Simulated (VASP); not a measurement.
# MnO (P6_3mc) in VASP: settings compared, part 2 of 2

VASP 6.6.1. Earlier steps stand in the parts before.

## Step 3: Single point, PBEsol, collinear spin, ferromagnetic start

This run uses another cell than the first one, of 13.26 Å³/atom, 0.980 times its volume.

INCAR reads:

```
PREC = Accurate ; ENCUT = 520
EDIFF = 1E-6 ; ISMEAR = -1
SIGMA = 0.05 ; LREAL = F
LASPH = T ; NELM = 150
ALGO = Normal ; ISIF = 2
LWAVE = F ; LCHARG = T
ISPIN = 2 ; MAGMOM = 4 4 0 0
LORBIT = 11 ; LMAXMIX = 4
GGA = PS ; LELF = T
LVHAR = T ; NBANDS = 31
```

KPOINTS reads:

```
Automatic mesh
0
Gamma
  9 9 5
```

POSCAR reads:

```
MnO
1.0
    3.3717000000      0.0000000000      0.0000000000
   -1.6858500000      2.9199778539      0.0000000000
    0.0000000000      0.0000000000      5.3855000000
Mn O
2 2
Direct
    0.6666666667      0.3333333333      0.5109600000
    0.3333333333      0.6666666667      0.0109600000
    0.6666666667      0.3333333333      0.8754700000
    0.3333333333      0.6666666667      0.3754700000
```

Potentials or basis: VASP PAW PBE potentials, release 64 (Mn_pv, O).

Launch:

```sh
cat potpaw_PBE.64/Mn_pv/POTCAR potpaw_PBE.64/O/POTCAR > POTCAR
mpirun -np 1 vasp_std > vasp.out
```

OUTCAR:

```text
PREC = Accurate
   ENCUT = 520
   EDIFF = 1E-6
   ISMEAR = -1
   LREAL = F
   LASPH = T
   NELM = 150
   ISIF = 2
   ISPIN = 2
   LORBIT = 11
   GGA = PS

 ion  position               nearest neighbor table
   1  0.667  0.333  0.511-   3 1.96   4 2.08   4 2.08   4 2.08
   2  0.333  0.667  0.011-   4 1.96   3 2.08   3 2.08   3 2.08
   3  0.667  0.333  0.875-   1 1.96   2 2.08   2 2.08   2 2.08
   4  0.333  0.667  0.375-   2 1.96   1 2.08   1 2.08   1 2.08

  LATTYP: Found a hexagonal cell.
 ALAT       =     3.3717000000
 C/A-ratio  =     1.5972654744

  Lattice vectors:

 A1 = (   3.3717000000,   0.0000000000,   0.0000000000)
 A2 = (  -1.6858500000,   2.9199778539,   0.0000000000)
 A3 = (   0.0000000000,   0.0000000000,   5.3855000000)

Analysis of symmetry for initial positions (statically):
=====================================================================
 Subroutine PRICEL returns:
 Original cell was already a primitive cell.

 Routine SETGRP: Setting up the symmetry group for a
 hexagonal supercell.

 Subroutine GETGRP returns: Found 12 space group operations
 (whereof  6 operations were pure point group operations)
 out of a pool of 24 trial point group operations.

The static configuration has the point symmetry C_3v.
 The point group associated with its full space group is C_6v.

Analysis of symmetry for dynamics (positions and initial velocities):
=====================================================================
 Subroutine PRICEL returns:
 Original cell was already a primitive cell.

 Routine SETGRP: Setting up the symmetry group for a
 hexagonal supercell.

 Subroutine GETGRP returns: Found 12 space group operations
 (whereof  6 operations were pure point group operations)
 out of a pool of 24 trial point group operations.

The dynamic configuration has the point symmetry C_3v.
 The point group associated with its full space group is C_6v.

[... 161 lines left out ...]
  ext. energy  EPLUGINS =         0.00000000
  ---------------------------------------------------
  free energy    TOTEN  =       -34.26331016 eV

  energy without entropy =      -34.25998037  energy(sigma->0) =      -34.26164527

 E-fermi :   5.7589     XC(G=0): -10.8236

 val. band max:        5.7575816905   @ k =   0.0000   0.0000   0.0000
 cond. band min:       5.8098910593   @ k =   0.1111   0.0000   0.0000
 fundamental gap:      0.0523093688
 Fermi energy:         5.7588546599

 spin component 1

 k-point     1 :       0.0000    0.0000    0.0000
  band No.  band energies     occupation
      1     -44.7056      1.00000
      2     -44.7056      1.00000
      3     -44.7053      1.00000
      4     -44.6996      1.00000
      5     -44.6996      1.00000
      6     -44.6673      1.00000
[... 805 lines left out ...]
     30      14.2734      0.00000
     31      16.0530      0.00000

 [... further k-points ...]

 spin component 2

 k-point     1 :       0.0000    0.0000    0.0000
  band No.  band energies     occupation
      1     -40.0652      1.00000
      2     -40.0358      1.00000
      3     -40.0358      1.00000
      4     -40.0280      1.00000
      5     -40.0280      1.00000
      6     -40.0142      1.00000
[... 805 lines left out ...]
     30      16.1158      0.00000
     31      17.1518      0.00000

 [... further k-points ...]
[... 5 lines left out ...]
  --------------------------------------------------------------------------------------
  -------------------------------------------------------------------------------------
  Total       -0.4416110     -0.4416110      2.0385068      0.0000000     -0.0000000      0.0000000
  in kB      -13.3443039    -13.3443039     61.5982314      0.0000000     -0.0000000      0.0000000
  external PRESSURE =      11.6365412 kB  Pullay stress =       0.0000000 kB

 VOLUME and BASIS-vectors are now :
 -----------------------------------------------------------------------------
  energy-cutoff  :      520.00
  volume of cell :       53.02
      direct lattice vectors                 reciprocal lattice vectors
     3.371700000  0.000000000  0.000000000     0.296586292  0.171234175  0.000000000
    -1.685850000  2.919977854  0.000000000     0.000000000  0.342468351  0.000000000
     0.000000000  0.000000000  5.385500000     0.000000000  0.000000000  0.185683781

 POSITION                                       TOTAL-FORCE (eV/Angst)
 -----------------------------------------------------------------------------------
      1.68585      0.97333      2.75178        -0.000000     -0.000000     -0.613233
     -0.00000      1.94665      0.05903        -0.000000     -0.000000     -0.613233
      1.68585      0.97333      4.71484         0.000000     -0.000000      0.613233
     -0.00000      1.94665      2.02209        -0.000000      0.000000      0.613233
 -----------------------------------------------------------------------------------
    total drift:                               -0.000000     -0.000000      0.001725

  FREE ENERGIE OF THE ION-ELECTRON SYSTEM (eV)
  ---------------------------------------------------
  free  energy   TOTEN  =       -34.2633101607 eV

  energy  without entropy=      -34.2599803737  energy(sigma->0) =      -34.26164527

 total charge

# of ion       s       p       d       tot
------------------------------------------
    1        0.244   6.235   4.953  11.432
    2        0.244   6.235   4.953  11.432
    3        1.551   3.442   0.000   4.993
    4        1.551   3.442   0.000   4.993
--------------------------------------------------
tot          3.590  19.354   9.906  32.849

 magnetization (x)

# of ion       s       p       d       tot
------------------------------------------
    1        0.037   0.063   4.299   4.400
    2        0.037   0.063   4.299   4.400
    3        0.019   0.180   0.000   0.200
    4        0.019   0.180   0.000   0.200
--------------------------------------------------
tot          0.114   0.487   8.599   9.200
```

OSZICAR:

```text
N       E                     dE             d eps       ncg     rms          rms(c)
DAV:   1     0.448011840033E+03    0.44801E+03   -0.21196E+04  4464   0.144E+03
DAV:   2    -0.297382522428E+01   -0.45099E+03   -0.42165E+03  4667   0.435E+02
DAV:   3    -0.388450561544E+02   -0.35871E+02   -0.35121E+02  5059   0.132E+02
DAV:   4    -0.393890139033E+02   -0.54396E+00   -0.54341E+00  4709   0.174E+01
DAV:   5    -0.393948527993E+02   -0.58389E-02   -0.58387E-02  5143   0.186E+00    0.219E+01
DAV:   6    -0.351827501627E+02    0.42121E+01   -0.28994E+01  5375   0.515E+01    0.210E+01
DAV:   7    -0.342578873100E+02    0.92486E+00   -0.39878E+00  4545   0.269E+01    0.130E+01
DAV:   8    -0.342897638276E+02   -0.31877E-01   -0.57820E-01  4912   0.445E+00    0.761E+00
DAV:   9    -0.342508949451E+02    0.38869E-01   -0.14036E-01  4618   0.329E+00    0.213E+00
DAV:  10    -0.342583134608E+02   -0.74185E-02   -0.37526E-02  4801   0.183E+00    0.981E-01
DAV:  11    -0.342626830167E+02   -0.43696E-02   -0.60856E-03  4793   0.793E-01    0.312E-01
DAV:  12    -0.342632616680E+02   -0.57865E-03   -0.45777E-04  5411   0.228E-01    0.664E-02
DAV:  13    -0.342632842824E+02   -0.22614E-04   -0.10269E-04  4767   0.674E-02    0.597E-02
DAV:  14    -0.342633092607E+02   -0.24978E-04   -0.60342E-05  4786   0.500E-02    0.231E-02
DAV:  15    -0.342633101607E+02   -0.90005E-06   -0.55451E-06  4547   0.178E-02
   1 F= -.34263310E+02 E0= -.34261645E+02  d E =-.332979E-02  mag=     9.9871
```

stdout:

```text
POSCAR found type information on POSCAR MnO
 POSCAR found :  2 types and       4 ions
 scaLAPACK will be used
 -----------------------------------------------------------------------------
|                                                                             |
|                                                                             |
|     You enforced a specific xc type in the INCAR file but a different       |
|     I HOPE YOU KNOW WHAT YOU ARE DOING!                                     |
|                                                                             |
 -----------------------------------------------------------------------------

 LDA part: xc-table for (Slater+PW92), standard interpolation
 POSCAR, INCAR and KPOINTS ok, starting setup
 FFT: planning ... GRIDC
 FFT: planning ... GRID_SOFT
 FFT: planning ... GRID
 WAVECAR not read
 entering main loop
```

It took 98 s on 1 thread of Intel Xeon Platinum 8488C (Sapphire Rapids), shared host; peak memory 0.24 GiB.

What came out:

```yaml
Free_energy: -34.2633 eV
Pressure: 1.2 GPa
Largest_force: 0.613 eV/Å
Band_gap_on_the_k_mesh: zero (filled and empty bands overlap)
Net_moment: 9.99 μB per cell
Site_moments: Mn +4.40; O +0.20 μB
Valence_electrons_inside_the_program's_atomic_spheres: Mn 11.43; O 4.99
```

Forces in eV/Å, atoms in the order of the input:
```
Mn   0.000  0.000 -0.613
Mn   0.000  0.000 -0.613
O    0.000  0.000  0.613
O    0.000  0.000  0.613
```

Caveat: the PAW data sets were made with another functional, which shifts forces and pressure a little; semilocal functionals often make such compounds metallic where correlation or magnetic order opens a gap, which also shifts bond lengths; only a ferromagnetic start was run, and an antiferromagnetic order may lie lower in energy. With open d or f shells a metallic result of PBEsol can be an artefact of self-interaction; +U or a hybrid may open a gap.

## Step 4: Single point, LDA, collinear spin, ferromagnetic start (volume scaled by 1.04)

INCAR reads:

```
  ALGO = Normal
  EDIFF = 1E-6
  ENCUT = 520
  GGA = CA
  ISIF = 2
  ISMEAR = -1
  ISPIN = 2
  LASPH = True
  LCHARG = False
  LMAXMIX = 4
  LORBIT = 11
  LREAL = False
  LWAVE = False
  MAGMOM = 4 4 0 0
  NBANDS = 31
  NELM = 150
  PREC = Accurate
  SIGMA = 0.05
```

KPOINTS reads:

```
k-points
0
Gamma
  9 9 5
```

POSCAR reads:

```
MnO
1.0
    3.4160695619      0.0000000000      0.0000000000
   -1.7080347809      2.9584030216      0.0000000000
    0.0000000000      0.0000000000      5.4563699693
Mn O
2 2
Direct
    0.6666666667      0.3333333333      0.5109600000
    0.3333333333      0.6666666667      0.0109600000
    0.6666666667      0.3333333333      0.8754700000
    0.3333333333      0.6666666667      0.3754700000
```

Potentials or basis: VASP PAW LDA potentials, release 64 (Mn_pv, O).

Launch:

```sh
cat potpaw_LDA.64/Mn_pv/POTCAR potpaw_LDA.64/O/POTCAR > POTCAR
mpirun -np 1 vasp_std > vasp.out
```

Wall time 1.8 min (1 thread of Intel Xeon Platinum 8259CL at 2.50GHz (Skylake/Cascade Lake), shared host); peak memory 0.21 GiB.

Results (log left out):

- Free energy: -34.7852 eV
- Pressure: -8.6 GPa
- Largest force: 0.470 eV/Å
- Net moment: 9.93 μB per cell
- Site moments: Mn +4.36; O +0.21 μB
- Valence electrons inside the program's atomic spheres: Mn 11.40; O 4.96

Forces in eV/Å, atoms in the order of the input:
```
Mn   0.000  0.000 -0.470
Mn   0.000  0.000 -0.470
O    0.000  0.000  0.470
O    0.000  0.000  0.470
```

Stress tensor (GPa, compression positive):
```
-10.27   0.00   0.00
  0.00 -10.27   0.00
  0.00   0.00  -5.24
```

Levels at points of the mesh, in eV from the Fermi level:
Spin up:
```csv
k point,band 21,band 22,band 23,band 24,band 25,band 26,band 27,band 28
"(0.00, 0.00, 0.00)",-0.94,-0.94,0.07,0.07,0.13,3.63,5.55,11.28
```
Spin down:
```csv
k point,band 12,band 13,band 14,band 15,band 16,band 17
"(0.00, 0.00, 0.00)",-4.70,-4.50,-4.50,-0.29,0.72,0.72
```

Caveat: the cell differs from its parent crystal (volume scaled by 1.04); semilocal functionals often make such compounds metallic where correlation or magnetic order opens a gap, which also shifts bond lengths; only a ferromagnetic start was run, and an antiferromagnetic order may lie lower in energy.

## Step 5: Single point, LDA, collinear spin, ferromagnetic start (volume scaled by 1.06)

INCAR reads:

```
SYSTEM = MnO
PREC = Accurate
ENCUT = 520
EDIFF = 1E-6
ISMEAR = -1
SIGMA = 0.05
LREAL = .FALSE.
LASPH = .TRUE.
NELM = 150
ALGO = Normal
ISIF = 2
LWAVE = .FALSE.
LCHARG = .FALSE.
ISPIN = 2
MAGMOM = 4 4 0 0
LORBIT = 11
LMAXMIX = 4
GGA = CA
NBANDS = 31
```

KPOINTS reads:

```
regular mesh
0
G
  9 9 5
  0 0 0
```

POSCAR reads:

```
MnO
1.0
    3.4378285534      0.0000000000      0.0000000000
   -1.7189142767      2.9772468610      0.0000000000
    0.0000000000      0.0000000000      5.4911248552
Mn O
2 2
Direct
    0.6666666667      0.3333333333      0.5109600000
    0.3333333333      0.6666666667      0.0109600000
    0.6666666667      0.3333333333      0.8754700000
    0.3333333333      0.6666666667      0.3754700000
```

Launch:

```sh
cat potpaw_LDA.64/Mn_pv/POTCAR potpaw_LDA.64/O/POTCAR > POTCAR
mpirun -np 1 vasp_std > vasp.out
```

Wall time 1.8 min (1 thread of Intel Xeon Platinum 8259CL at 2.50GHz (Skylake/Cascade Lake), shared host); peak memory 0.21 GiB.

The run converged. Its results:

```
Free energy                                           : -34.7237 eV
Pressure                                              : -10.2 GPa
Largest force                                         : 0.428 eV/Å
Band gap on the k mesh                                : zero (filled and empty bands overlap)
Net moment                                            : 9.97 μB per cell
Site moments                                          : Mn +4.38; O +0.21 μB
Valence electrons inside the program's atomic spheres : Mn 11.38; O 4.95
```

Forces in eV/Å, atoms in the order of the input:
```
Mn   0.000  0.000 -0.428
Mn   0.000  0.000 -0.428
O    0.000  0.000  0.428
O    0.000  0.000  0.428
```

Stress tensor (GPa, compression positive):
```
-11.67   0.00   0.00
  0.00 -11.67   0.00
  0.00   0.00  -7.33
```

Levels at points of the mesh, in eV from the Fermi level:
Spin up:
```
           k point  band 21  band 22  band 23  band 24  band 25  band 26  band 27  band 28
(0.00, 0.00, 0.00)    -0.96    -0.96     0.02     0.02     0.08     3.57     5.48    11.15
```
Spin down:
```csv
k point,band 11,band 12,band 13,band 14,band 15,band 16,band 17,band 18
"(0.00, 0.00, 0.00)",-4.58,-4.58,-4.39,-4.39,-0.30,0.75,0.75,0.91
```

Caveat: the cell differs from its parent crystal (volume scaled by 1.06); semilocal functionals often make such compounds metallic where correlation or magnetic order opens a gap, which also shifts bond lengths; only a ferromagnetic start was run, and an antiferromagnetic order may lie lower in energy.

## Step 6: Overview

```csv
level,potentials or basis,cell,gap on the mesh (eV),pressure (GPa),moment (μB),largest force (eV/Å)
LDA,"VASP PAW LDA potentials, release 64 (Mn_pv, O)","a = 3.394, b = 3.394, c = 5.421 Å, angles 90.0, 90.0, 120.0°, 4 atoms",none,-6.9,9.87,0.51
PBEsol,"VASP PAW PBE potentials, release 64 (Mn_pv, O)","a = 3.372, b = 3.372, c = 5.386 Å, angles 90.0, 90.0, 120.0°, 4 atoms",none,1.2,9.99,0.61
LDA,"VASP PAW LDA potentials, release 64 (Mn_pv, O)","a = 3.416, b = 3.416, c = 5.456 Å, angles 90.0, 90.0, 120.0°, 4 atoms",none,-8.6,9.93,0.47
LDA,"VASP PAW LDA potentials, release 64 (Mn_pv, O)","a = 3.438, b = 3.438, c = 5.491 Å, angles 90.0, 90.0, 120.0°, 4 atoms",none,-10.2,9.97,0.43
```

Alike in all rows: task single point; spin collinear, ferromagnetic start; k mesh 9 × 9 × 5; cutoff (eV) 520; smearing fermi-dirac 0.05 eV.

Caveats: semilocal functionals often make such compounds metallic where correlation or magnetic order opens a gap, which also shifts bond lengths; only a ferromagnetic start was run, and an antiferromagnetic order may lie lower in energy; the PAW data sets were made with another functional, which shifts forces and pressure a little (some runs).

Total energies depend on the potentials used, so only differences within one code and one set of settings carry meaning.
